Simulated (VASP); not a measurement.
# AlP: single point with LDA

The system is AlP.

```
Al P
1.0
     0.00000    2.73648    2.73648
     2.73648    0.00000    2.73648
     2.73648    2.73648    0.00000
Al P
1 1
Direct
  0.00000 0.00000 0.00000
  0.75000 0.75000 0.75000
```

- Program: VASP 6.6.1
- Task: single point
- Functional: LDA
- Potentials or basis: VASP PAW LDA potentials, release 64 (Al, P)
- Cutoff: 500 eV
- k mesh: 1 × 1 × 1
- Occupations: gaussian, width 0.1 eV
- Spin: no spin polarisation

| Item | Value |
| --- | --- |
| Pressure | 27.4 GPa |
| Band gap on the k mesh | 2.67 eV |

Levels at points of the mesh, in eV from the valence-band top:
```tsv
k point	band 2	band 3	band 4	band 5	band 6	band 7
(0.00, 0.00, 0.00)	0.00	0.00	0.00	2.67	3.46	3.46
```

It took 2.1 s on 1 thread of Intel(R) Xeon(R) Platinum 8488C (Sapphire Rapids) (shared host), peak memory 0.12 GiB.

Caveat: the k points lie up to 1.99 Å⁻¹ apart. A k mesh can miss the band edges.
